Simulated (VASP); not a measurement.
Runs of VASP 6.6.1 on Ti. The structure is that of space group Fd-3m (No. 227), or close to it. The cells are those of the table. 

```tsv
spin	cell	k mesh	gap on the mesh (eV)	pressure (GPa)
off	a = 3.937 Å, angles 60.0°, 2 atoms	11 × 11 × 11	none	-3.3
off	a = 3.687 Å, angles 60.0°, 2 atoms	11 × 11 × 11	none	(b)
off	a = 3.739 Å, angles 60.0°, 2 atoms	11 × 11 × 11	none	(a)
non-collinear, zero start, SOC	a = 3.791 Å, angles 60.0°, 2 atoms	10 × 10 × 10	-	0.5
off	a = 3.791 Å, angles 60.0°, 2 atoms	17 × 17 × 17	none	0.5
off	a = 3.791 Å, angles 60.0°, 2 atoms	10 × 10 × 10	none	0.5
off	a = 3.889 Å, angles 60.0°, 2 atoms	11 × 11 × 11	none	-2.2
off	a = 3.791 Å, angles 60.0°, 2 atoms	11 × 11 × 11	none	0.7
```

Alike in all rows: task single point; level LDA; potentials or basis VASP PAW LDA potentials, release 64 (Ti_sv); cutoff (eV) 520; smearing fermi-dirac 0.1 eV.

Problem. Fill in the values left out.

Solution. (a) 2.2; (b) 4.2.

A gap of «none» marks levels without a gap at the run's occupations.
